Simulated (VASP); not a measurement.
Here is a VASP 6.6.1 calculation.

INCAR

```
SYSTEM = Al3As2
  ALGO = Fast
  EDIFF = 1E-7
  EDIFFG = -0.01
  ENCUT = 600
  GGA = PE
  IBRION = 2
  ISIF = 3
  ISMEAR = 0
  LASPH = .True.
  LCHARG = .False.
  LREAL = .False.
  LWAVE = .False.
  NELM = 100
  NSW = 100
  PREC = Accurate
  SIGMA = 0.1
```

File KPOINTS:

```
k-points
0
Gamma
  12 12 6
  0 0 0
```

POSCAR

```
Al3As2
1.0
    4.1754226045      0.0000000000      0.0000000000
   -2.0877113023      3.6160220471      0.0000000000
    0.0000000000      0.0000000000      6.8809827378
Al As
3 2
Direct
    0.0000000000      0.0000000000      0.0000000000
    0.3333333333      0.6666666667      0.6283380424
    0.6666666667      0.3333333333      0.3716619576
    0.3333333333      0.6666666667      0.2348851272
    0.6666666667      0.3333333333      0.7651148728
```

Potentials or basis: VASP PAW PBE potentials, release 64 (Al, As).

Run with:

```console
$ cat potpaw_PBE.64/Al/POTCAR potpaw_PBE.64/As/POTCAR > POTCAR
$ mpirun -np 1 vasp_std > vasp.out
```

(1) Predict the space group after relaxing (to 0.1 Å).

(2) What does it give for the relaxed volume?

## Answers

(1) P-3m1 (No. 164).

(2) 20.78 Å³/atom.
